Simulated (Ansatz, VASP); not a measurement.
# Two plane-wave programs on SiC5

```xyz
6
Lattice="4.6501 0.0000 0.0000 -2.3250 4.0271 0.0000 0.0000 0.0000 4.5635" Properties=species:S:1:pos:R:3 pbc="T T T"
Si    0.0000    0.0000    0.0000
C    -1.4419    2.4975    0.0000
C     2.8839    0.0000    0.0000
C     0.8831    1.5296    0.0000
C     0.0000    2.6847    0.0000
C     2.3250    1.3424    0.0000
```

Alike in both runs: functional PBE; k mesh 12 × 12 × 10; occupations gaussian, width 0.1 eV; no spin polarisation.

Ansatz relaxed the structure, and its values are those at the end. VASP's run is a single point on that final structure, the one shown.

|  | VASP | Ansatz |
| --- | --- | --- |
| version | VASP 6.6.1 | Ansatz 0.2.0 |
| potentials or method | VASP PAW PBE potentials, release 64 (Si, C), cutoff 520 eV | scalar-relativistic, plane waves, PAW |
| valence electrons in the cell | 24 | 24 |

|  | VASP | Ansatz | Ansatz less VASP |
| --- | --- | --- | --- |
| gap on the k mesh at the Fermi level (eV) | none | none | - |
| pressure (GPa) | 0.1 | 0.0 | -0.14 |
| rms of the force components (eV/Å) | 0.012 | 0.000 | -0.0117 |

A gap of «none» marks a metal or a gap that the smearing closes.
